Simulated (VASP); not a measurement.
CoO, 2 atoms in the cell. It takes space group Fm-3m (No. 225, cubic). Conventional cell: a = 4.323 Å, b = 4.323 Å, c = 4.323 Å, α = 90.00°, β = 90.00°, γ = 90.00°. Within 2.9 Å of Co (site symmetry m-3m) lie 6 O at 2.16 Å. Within 2.9 Å of O (site symmetry m-3m) lie 6 Co at 2.16 Å. 

* Program: VASP 6.6.1
* Task: single point
* Functional: BLYP
* Potentials or basis: VASP PAW PBE potentials, release 64 (Co_sv, O)
* Cutoff: 700 eV
* k mesh: 10 × 10 × 10
* Occupations: gaussian, width 0.05 eV
* Spin: collinear spin, ferromagnetic start
* Starting moments: [2.87, 0.27] μB
* Hubbard terms: Co d U = 3.3 eV
* Dipole correction: no
* Further INCAR settings: ALGO = Normal; EDIFF = 1e-06; NBANDS = 22

Potentials or basis: VASP PAW PBE potentials, release 64 (Co_sv, O).

Command:

```console
$ cat potpaw_PBE.64/Co_sv/POTCAR potpaw_PBE.64/O/POTCAR > POTCAR
$ mpirun -np 1 vasp_std > vasp.out
```

Hardware: 1 thread of Intel(R) Xeon(R) Platinum 8488C (Sapphire Rapids), with other jobs on the host.

Problem. Estimate the wall time of this run.

Solution. It took 55 s on 1 thread of Intel(R) Xeon(R) Platinum 8488C (Sapphire Rapids), with other jobs on the host, peak memory 0.2 GiB. Counts: scf iterations 15, k points 47.
